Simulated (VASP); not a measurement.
Crystal: W.

```
W
1.0
    -1.58516    1.58516    1.58516
     1.58516   -1.58516    1.58516
     1.58516    1.58516   -1.58516
W
1
Cartesian
  0.0000 0.0000 0.0000
```

```yaml
Program: VASP 6.6.1
Task: relaxation of cell and atoms
Functional: PBE
Potentials_or_basis: VASP PAW PBE potentials, release 64 (W_sv)
Cutoff: 600 eV
k_mesh: 8 × 8 × 8
Occupations: gaussian, width 0.1 eV
Spin: no spin polarisation
```

At the start: pressure 4.9 GPa; volume 15.93 Å³/atom.

How do energy, volume and symmetry change on relaxing?

Over 3 steps the energy falls by 3.7 meV/atom and the volume is 16.19 Å³/atom (+1.6 %); space group Im-3m (No. 229, to 0.05 Å).

Step by step:
```tsv
step	energy change (eV)	largest force (eV/Å)	pressure (GPa)	volume (Å³)
1	0.0000	0.0000	4.93	15.93
2	0.0411	0.0000	-15.05	17.09
3	-0.0037	0.0000	-0.09	16.19
```

Final structure:
```cif
data_structure
_symmetry_space_group_name_H-M 'P 1'
_symmetry_Int_Tables_number 1
_cell_length_a 2.7601
_cell_length_b 2.7601
_cell_length_c 2.7601
_cell_angle_alpha 109.471
_cell_angle_beta 109.471
_cell_angle_gamma 109.471
_cell_volume 16.19
loop_
_atom_site_label
_atom_site_type_symbol
_atom_site_fract_x
_atom_site_fract_y
_atom_site_fract_z
_atom_site_occupancy
W1 W 0.00000 0.00000 0.00000 1
```
